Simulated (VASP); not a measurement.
Write the native input for VASP 6.6.1 that does the following.

```
Task                   : single point
Functional             : PBE
Potentials or basis    : VASP PAW PBE potentials, release 64 (Si, P)
Cutoff                 : 400 eV
k mesh                 : 1 × 1 × 1, shifted
Occupations            : fermi-dirac, width 0.1861 eV
Spin                   : no spin polarisation
Dipole correction      : no
Further INCAR settings : LREAL = Auto; ALGO = Normal; EDIFF = 1e-06; NBANDS = 58; ISYM = -1
```

The structure of Si5P13 lies in POSCAR:

```
Si5P13
1.0
    7.0479230000      0.0446470000      0.1733930000
    0.0446470000      7.0511420000     -0.0312760000
    0.1733930000     -0.0312760000      7.0375900000
Si P
5 13
Direct
    0.8081388674      0.3920671023      0.6091184153
    0.6496772846      0.6496012954      0.8299053279
    0.2203156782      0.4038526122      0.2528951954
    0.4705827268      0.3319392998      0.8772619580
    0.7369970568      0.6829197657      0.4308719132
    0.7450165724      0.9059648714      0.7073062368
    0.5639132097      0.1392874972      0.6284356936
    0.3460725164      0.1200600154      0.3738111264
    0.6842098934      0.9805984065      0.0757618716
    0.2067179787      0.3479965888      0.5772701295
    0.1427943736      0.8754967543      0.4315857405
    0.2811438707      0.8645690605      0.8627524313
    0.8363295211      0.5700144216      0.1339759898
    0.9058040992      0.8787257412      0.2212372326
    0.9746839109      0.5965699645      0.8505002359
    0.7931804665      0.2461652125     -0.0289999670
    0.3485399660      0.5858907085      0.4849036286
    0.1611597034      0.1014469432      1.0767073515
```

One way to write it, as run:

INCAR

```
PREC = Accurate
ENCUT = 400
EDIFF = 1E-6
ISMEAR = -1
SIGMA = 0.1861
LREAL = Auto
LASPH = T
NELM = 120
ALGO = Normal
ISIF = 2
LWAVE = F
LCHARG = T
GGA = PE
LELF = T
LVHAR = T
NBANDS = 58
ISYM = -1
GGA_COMPAT = F
```

KPOINTS

```
explicit points
1
Reciprocal
  0.25000000   0.25000000   0.25000000 1
```

Potentials or basis: VASP PAW PBE potentials, release 64 (Si, P).

Run with:

```bash
$ cat potpaw_PBE.64/Si/POTCAR potpaw_PBE.64/P/POTCAR > POTCAR
$ mpirun -np 1 vasp_std > vasp.out
```

Results of the run:

| Item | Value |
| --- | --- |
| Pressure | 0.8 GPa |
| Largest force | 2.951 eV/Å |
| Band gap on the k mesh | zero (an odd number of electrons rules out a gap without spin polarisation) |

Caveat: the atoms stand as in a frame of molecular dynamics; an odd number of electrons without spin polarisation forces a metal; a magnetic or distorted state may lie lower.

Wall time 72 s on 1 thread of Intel Xeon 8259CL, with other jobs on the host, peak memory 0.3 GiB.
